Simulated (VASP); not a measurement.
P: single point with RPBE

The system is P.

```xyz
4
Lattice="2.5673 0.0000 0.0000 -1.2837 2.2234 0.0000 0.0000 0.0000 9.6452" Properties=species:S:1:pos:R:3 pbc="T T T"
P     1.2837    2.2234    0.0000
P     1.2837    2.2234    4.8226
P     0.0000    1.4823    2.4113
P     1.2837    0.7411    7.2339
```

This isn't the form of P at room conditions, which is orthorhombic.

- Program: VASP 6.6.1
- Task: single point
- Functional: RPBE
- Potentials or basis: VASP PAW PBE potentials, release 64 (P)
- Cutoff: 520 eV
- k mesh: 15 × 15 × 4
- Occupations: fermi-dirac, width 0.1 eV
- Spin: no spin polarisation
- Dipole correction: no
- Further INCAR settings: ALGO = Normal; EDIFF = 1e-07; NBANDS = 18

```yaml
Pressure: 7.5 GPa
Band_gap_on_the_k_mesh: zero (bands 10 and 11 overlap by 11.69 eV)
```

Stress tensor (GPa, compression positive):
```
8.30 0.00 0.00
0.00 8.30 0.00
0.00 0.00 5.90
```

Levels at points of the mesh, in eV from the Fermi level:
```
           k point  band 6  band 7  band 8  band 9  band 10  band 11  band 12  band 13  band 14  band 15
(0.00, 0.00, 0.00)   -3.11   -3.09    4.44    7.30     7.30     7.84     7.84     7.95     7.95     8.34
(0.00, 0.00, 0.50)   -6.79    1.19    1.19    7.47     7.47     7.47     7.47     8.40     8.40     8.40
```

Run time: 71 s on 1 thread of Intel Xeon 8259CL, on a shared host, peak memory 0.2 GiB.

Caveat: the cell stands under pressure; the PAW data sets were made with another functional, which shifts forces and pressure a little.
